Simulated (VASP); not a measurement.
The system is As.

```
CELL_PARAMETERS angstrom
1.88080 1.08588 3.51406
-1.88080 1.08588 3.51406
0.00000 -2.17176 3.51406
ATOMIC_POSITIONS crystal
As 0.22600 0.22600 0.22600
As 0.77400 0.77400 0.77400
```

Program: VASP 6.6.1. Alike in all runs: task single point; potentials or basis VASP PAW PBE potentials, release 64 (As); no spin polarisation; cell as given; cutoff (eV) 520.

Question: Order these runs on this cell by their pressure, lowest first.
A. level r2SCAN; k mesh 12 × 12 × 12; smearing methfessel-paxton 0.05 eV
B. level HSE06; k mesh 6 × 6 × 6; smearing fermi-dirac 0.05 eV; grid for exact exchange (PRECFOCK) Normal; share of exact exchange 0.25; screening parameter 0.2079 1/Å
C. level revPBE; k mesh 9 × 9 × 9; smearing fermi-dirac 0.05 eV

Answer: B (0.5 GPa), A (2.0 GPa), C (5.2 GPa).

Caveats: the PAW data sets were made with another functional, which shifts forces and pressure a little; the cell stands under pressure (at least some runs).
